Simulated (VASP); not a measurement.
# ZrO2 (Fm-3m) in VASP: single point with PBEsol

Aim: the single point of ZrO2 with PBEsol.

Everything below comes from runs of VASP 6.6.1. Logs are shortened: lines on timing, memory, paths and dates and some standing lists are left out, and cuts for length are marked.

## Step 1: The cell of the first run

It takes space group Fm-3m (No. 225, cubic). The conventional cell has a = 5.064 Å, b = 5.064 Å, c = 5.064 Å, α = 90.00°, β = 90.00°, γ = 90.00°. Zr (site symmetry m-3m) has 8 O at 2.19 Å within 2.9 Å. O (site symmetry -43m) has 4 Zr at 2.19 Å and 6 O at 2.53 Å within 2.9 Å.

## Step 2: Single point, PBEsol

INCAR reads:

```
PREC = Accurate ; ENCUT = 600
EDIFF = 1E-6 ; ISMEAR = 0
SIGMA = 0.02 ; LREAL = False
LASPH = True ; NELM = 120
ALGO = Normal ; ISIF = 2
LWAVE = False ; LCHARG = False
GGA = PS ; NBANDS = 19
GGA_COMPAT = False
```

KPOINTS reads:

```
Automatic mesh
0
Gamma
  12 12 12
```

POSCAR reads:

```
ZrO2
1.0
    0.0000000000      2.5321241489      2.5321241489
    2.5321241489      0.0000000000      2.5321241489
    2.5321241489      2.5321241489      0.0000000000
Zr O
1 2
Direct
    0.0000000000      0.0000000000      0.0000000000
    0.2500000000      0.2500000000      0.2500000000
    0.7500000000      0.7500000000      0.7500000000
```

Potentials or basis: VASP PAW PBE potentials, release 64 (Zr_sv, O).

Launch:

```console
cat potpaw_PBE.64/Zr_sv/POTCAR potpaw_PBE.64/O/POTCAR > POTCAR
mpirun -np 1 vasp_std > vasp.out
```

OUTCAR:

```text
PREC = Accurate
   ENCUT = 600
   EDIFF = 1E-6
   ISMEAR = 0
   LREAL = False
   LASPH = True
   NELM = 120
   ISIF = 2
   GGA = PS

 ion  position               nearest neighbor table
   1  0.000  0.000  0.000-   2 2.19   3 2.19   3 2.19   3 2.19   3 2.19   2 2.19   2 2.19   2 2.19

   2  0.250  0.250  0.250-   1 2.19   1 2.19   1 2.19   1 2.19
   3  0.750  0.750  0.750-   1 2.19   1 2.19   1 2.19   1 2.19

  LATTYP: Found a face centered cubic cell.
 ALAT       =     5.0642482978

  Lattice vectors:

 A1 = (   0.0000000000,   2.5321241489,   2.5321241489)
 A2 = (   2.5321241489,   0.0000000000,   2.5321241489)
 A3 = (   2.5321241489,   2.5321241489,   0.0000000000)

Analysis of symmetry for initial positions (statically):
=====================================================================
 Subroutine PRICEL returns:
 Original cell was already a primitive cell.

 Routine SETGRP: Setting up the symmetry group for a
 face centered cubic supercell.

 Subroutine GETGRP returns: Found 48 space group operations
 (whereof 48 operations were pure point group operations)
 out of a pool of 48 trial point group operations.

The static configuration has the point symmetry O_h .

Analysis of symmetry for dynamics (positions and initial velocities):
=====================================================================
 Subroutine PRICEL returns:
 Original cell was already a primitive cell.

 Routine SETGRP: Setting up the symmetry group for a
 face centered cubic supercell.

 Subroutine GETGRP returns: Found 48 space group operations
 (whereof 48 operations were pure point group operations)
 out of a pool of 48 trial point group operations.

The dynamic configuration has the point symmetry O_h .

 Subroutine INISYM returns: Found 48 space group operations
 (whereof 48 operations are pure point group operations),
 and found     1 'primitive' translations

----------------------------------------------------------------------------------------

                                     Primitive cell

  volume of cell :      32.4702

  direct lattice vectors                    reciprocal lattice vectors
     0.000000000  2.532124149  2.532124149    -0.197462672  0.197462672  0.197462672
     2.532124149  0.000000000  2.532124149     0.197462672 -0.197462672  0.197462672
     2.532124149  2.532124149  0.000000000     0.197462672  0.197462672 -0.197462672

  length of vectors
[... 83 lines left out ...]
   NELM   =    120;   NELMIN=  2; NELMDL= -5     # of ELM steps
   EDIFF  = 0.1E-05   stopping-criterion for ELM
   LREAL  =      F    real-space projection
   EDIFFG = 0.1E-04   stopping-criterion for IOM
   NSW    =      0    number of steps for IOM
   IBRION =     -1    ionic relax: 0-MD 1-quasi-New 2-CG
   NFREE  =      0    steps in history (QN), initial steepest desc. (CG)
   ISIF   =      2    stress and relaxation
   ISYM   =      2    0-nonsym 1-usesym 2-fastsym
   POTIM  = 0.5000    time-step for ionic-motion
   TEBEG  =    0.0;   TEEND  =   0.0 temperature during run
   PSTRESS=    0.0 pullay stress
   NELECT =      24.0000    total number of electrons
   NUPDOWN=      -1.0000    fix difference up-down
   EMIN   =  10.00;   EMAX   =-10.00  energy-range for DOS
   EFERMI =   0.00;   METHOD = LEGACY
   ISMEAR =     0;   SIGMA  =   0.02  broadening in eV -4-tet -1-fermi 0-gaus
   EFERMI_NEDOS =   21; number of points for ismear=-14 and -15
   IALGO  =     38    algorithm
   IMIX   =      4    mixing-type and parameters
     AMIX     =   0.40;   BMIX     =  1.00
     AMIX_MAG =   1.60;   BMIX_MAG =  1.00
  volume/ion in A,a.u.               =      10.82        73.04
  Fermi-wavevector in a.u.,A,eV,Ry     =   1.480188  2.797150 29.809778  2.190957
  Thomas-Fermi vector in A             =   2.594253
   LORBIT       =      0    0 simple, 1 ext, 2 COOP (PROOUT), +10 PAW based schemes
   GGA     = PS    functional components
   LHFCALC =     F    Hartree Fock is set to
   AEXX    =    0.0000 exact exchange contribution
   IVDW    =     0    specifies the selected vdW correction
   LEPSILON=     F    determine dielectric tensor
   LRPA    =     F    only Hartree local field effects (RPA)
 non-spin polarized calculation
 Gauss-broadening in eV      SIGMA  =   0.02
  energy-cutoff  :      600.00
  volume of cell :       32.47
 maximum number of plane-waves:      1106
 NGX is ok and might be reduce to    30
   NGX = 15   NGY = 15   NGZ = 15

 number of electron      23.9999997 magnetization

 Free energy of the ion-electron system (eV)
  ---------------------------------------------------
  ext. energy  EPLUGINS =         0.00000000
  ---------------------------------------------------
  free energy    TOTEN  =       -29.92926915 eV

  energy without entropy =      -29.92926915  energy(sigma->0) =      -29.92926915

 E-fermi :   7.4856     XC(G=0): -12.1388

 val. band max:        7.2600472410   @ k =   0.5000   0.5000   0.0000
 cond. band min:      10.5831045078   @ k =   0.0000   0.0000   0.0000
 fundamental gap:      3.3230572668
 Fermi energy:         7.4855923967

 k-point     1 :       0.0000    0.0000    0.0000
  band No.  band energies     occupation
      1     -40.6181      2.00000
      2     -18.4818      2.00000
      3     -18.4818      2.00000
      4     -18.4818      2.00000
      5     -10.9524      2.00000
      6      -8.2848      2.00000
[... 505 lines left out ...]
      6      -8.7901      2.00000
[... 11 lines left out ...]
     18      17.3313      0.00000
     19      21.6492      0.00000

 [... further k-points ...]

------------------------ aborting loop because EDIFF is reached ----------------------------------------

  FORCE on cell =-STRESS in cart. coord.  units (eV):
  Direction    XX          YY          ZZ          XY          YZ          ZX
  --------------------------------------------------------------------------------------
  -------------------------------------------------------------------------------------
  Total        0.0434349      0.0434349      0.0434349      0.0000000      0.0000000     -0.0000000
  in kB        2.1432100      2.1432100      2.1432100      0.0000000      0.0000000     -0.0000000
  external PRESSURE =       2.1432100 kB  Pullay stress =       0.0000000 kB

 VOLUME and BASIS-vectors are now :
 -----------------------------------------------------------------------------
  energy-cutoff  :      600.00
  volume of cell :       32.47
      direct lattice vectors                 reciprocal lattice vectors
     0.000000000  2.532124149  2.532124149    -0.197462672  0.197462672  0.197462672
     2.532124149  0.000000000  2.532124149     0.197462672 -0.197462672  0.197462672
     2.532124149  2.532124149  0.000000000     0.197462672  0.197462672 -0.197462672

 POSITION                                       TOTAL-FORCE (eV/Angst)
 -----------------------------------------------------------------------------------
      0.00000      0.00000      0.00000        -0.000000      0.000000     -0.000000
      1.26606      1.26606      1.26606         0.000000      0.000000     -0.000000
      3.79819      3.79819      3.79819        -0.000000     -0.000000      0.000000
 -----------------------------------------------------------------------------------
    total drift:                                0.000000     -0.000000      0.000000

  FREE ENERGIE OF THE ION-ELECTRON SYSTEM (eV)
  ---------------------------------------------------
  free  energy   TOTEN  =       -29.9292691508 eV

  energy  without entropy=      -29.9292691508  energy(sigma->0) =      -29.92926915
```

OSZICAR:

```text
N       E                     dE             d eps       ncg     rms          rms(c)
DAV:   1     0.200408466866E+03    0.20041E+03   -0.15490E+04  2736   0.145E+03
DAV:   2    -0.250731738306E+02   -0.22548E+03   -0.21810E+03  3292   0.365E+02
DAV:   3    -0.354139952126E+02   -0.10341E+02   -0.10282E+02  3778   0.746E+01
DAV:   4    -0.357474237828E+02   -0.33343E+00   -0.33263E+00  3775   0.102E+01
DAV:   5    -0.357522042526E+02   -0.47805E-02   -0.47801E-02  3365   0.125E+00    0.252E+01
DAV:   6    -0.300735206719E+02    0.56787E+01   -0.20698E+01  2918   0.378E+01    0.924E+00
DAV:   7    -0.299791597124E+02    0.94361E-01   -0.91426E-01  3300   0.747E+00    0.729E+00
DAV:   8    -0.299481330850E+02    0.31027E-01   -0.36370E-01  3083   0.555E+00    0.305E+00
DAV:   9    -0.299287314376E+02    0.19402E-01   -0.61731E-02  3005   0.220E+00    0.417E-01
DAV:  10    -0.299294405105E+02   -0.70907E-03   -0.46668E-03  3258   0.665E-01    0.335E-01
DAV:  11    -0.299292589546E+02    0.18156E-03   -0.73330E-04  3016   0.274E-01    0.322E-02
DAV:  12    -0.299292749875E+02   -0.16033E-04   -0.53941E-05  3314   0.543E-02    0.509E-02
DAV:  13    -0.299292685903E+02    0.63972E-05   -0.18874E-05  3205   0.357E-02    0.461E-03
DAV:  14    -0.299292691508E+02   -0.56047E-06   -0.18337E-06  2591   0.143E-02
   1 F= -.29929269E+02 E0= -.29929269E+02  d E =-.114805E-59
```

Wall time 2 min (1 thread of Intel Xeon 8259CL, shared host); peak memory 0.2 GiB.

What came out:

```
Free energy            : -29.9293 eV
Pressure               : 0.2 GPa
Band gap on the k mesh : 3.32 eV (least direct gap 3.76 eV)
```

Caveat: the PAW data sets were made with another functional, which shifts forces and pressure a little. A k mesh can miss the band edges.
